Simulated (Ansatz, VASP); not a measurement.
GaSe4 in VASP and in Ansatz

```
Ga Se
1.0
     5.67386    0.00000    0.00000
     0.00000    5.67386    0.00000
     0.00000    0.00000    7.64878
Ga Se
2 8
Direct
  0.50000 0.50000 0.50000
  0.00000 0.00000 0.00000
  0.83157 0.37892 0.88150
  0.87892 0.33157 0.38150
  0.12108 0.66843 0.38150
  0.62108 0.83157 0.11850
  0.33157 0.12108 0.61850
  0.66843 0.87892 0.61850
  0.16843 0.62108 0.88150
  0.37892 0.16843 0.11850
```

Change from the starting cell: species swapped into the Pd4S type (P-42_1c, No. 114).

Alike in both runs: functional PBE; k mesh 3 × 3 × 3; occupations gaussian, width 0.2 eV; no spin polarisation.

Ansatz relaxed the structure, and its values are those at the end. VASP's run is a single point on that final structure, the one shown.

|  | VASP | Ansatz |
| --- | --- | --- |
| version | VASP 6.6.1 | Ansatz 0.2.0 |
| potentials or method | VASP PAW PBE potentials, release 64 (Ga_d, Se), cutoff 520 eV | scalar-relativistic, plane waves, PAW |
| valence electrons in the cell | 74 | 154 |

Ansatz gave:

* gap on the k mesh at the Fermi level (eV): none
* pressure (GPa): 0.1
* rms of the force components (eV/Å): 0.002

Problem. Which values does VASP return?

Solution. gap on the k mesh at the Fermi level (eV): none; pressure (GPa): 0.2; rms of the force components (eV/Å): 0.015.

A gap of «none» marks a metal or a gap that the smearing closes. With one functional, cell and mesh, what is left measures potentials, basis and numerics. VASP's potentials hold 74 valence electrons a cell and Ansatz's 154, so a difference there can come from the potentials and not from the codes.

The k mesh is coarse, so the values compare programs but aren't converged.
